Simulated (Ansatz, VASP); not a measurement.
# One calculation of Al, two programs

Contents of POSCAR:

```
Al
1.0
   -1.5673504096      1.5673504096      1.5434821293
    1.5673504096     -1.5673504096      1.5434821293
    1.5673504096      1.5673504096     -1.5434821293
Al
1
Direct
    0.0000000000      0.0000000000      0.0000000000
```

The input INCAR.step1:

```
SYSTEM = Al
PREC = Accurate
ENCUT = 520
ISMEAR = 0
SIGMA = 0.15
LREAL = .False.
LASPH = .True.
NELM = 60
NBANDS = 8
GGA = PE
ALGO = Normal
EDIFF = 1E-4
LWAVE = .True.
LCHARG = .False.
```

File INCAR.step2:

```
SYSTEM = Al
PREC = Accurate
ENCUT = 520
EDIFF = 1E-6
ISMEAR = 0
SIGMA = 0.15
LREAL = .False.
LASPH = .True.
NELM = 60
ALGO = Normal
ISIF = 2
LWAVE = .False.
LCHARG = .False.
METAGGA = R2SCAN
LMIXTAU = .True.
NBANDS = 8
ISTART = 1
```

File KPOINTS:

```
regular mesh
0
Gamma
  20 20 20
  0 0 0
```

Input for Ansatz:

```yaml
crystal:
  lattice:
    - [-1.5673504096, 1.5673504096, 1.5434821293]
    - [1.5673504096, -1.5673504096, 1.5434821293]
    - [1.5673504096, 1.5673504096, -1.5434821293]
  atoms:
    - { symbol: Al, position: [0.0, 0.0, 0.0] }
basis:
  ecutwfc: 500
kpoints:
  mp_grid: { grid: [20, 20, 20] }
hamiltonian:
  xc: r2scan
scf:
  occupations: { method: gaussian, width: 0.15 }
output:
  forces: true
  stress: true
  eigenvalues: true
```

Change from the starting cell: strain -0.015 along x and y, -0.030 along z, atoms carried along.

Alike in both runs: task single point; functional r2SCAN; k mesh 20 × 20 × 20; occupations gaussian, width 0.15 eV; no spin polarisation.

|  | VASP | Ansatz |
| --- | --- | --- |
| version | VASP 6.6.1 | Ansatz 0.2.0 |
| potentials or method | VASP PAW PBE potentials, release 64 (Al), cutoff 520 eV | scalar-relativistic, plane waves, PAW |
| valence electrons in the cell | 3 | 3 |

VASP gave:

- gap on the k mesh at the Fermi level (eV): none
- pressure (GPa): 5.9
- traceless stress, the component that is largest in VASP (GPa): -0.80

Which values does Ansatz return?

gap on the k mesh at the Fermi level (eV): none; pressure (GPa): 6.3; traceless stress, the component that is largest in VASP (GPa): -0.80.

VASP's potentials were made for PBE, not for r2SCAN. A gap of «none» marks a metal or a gap that the smearing closes.
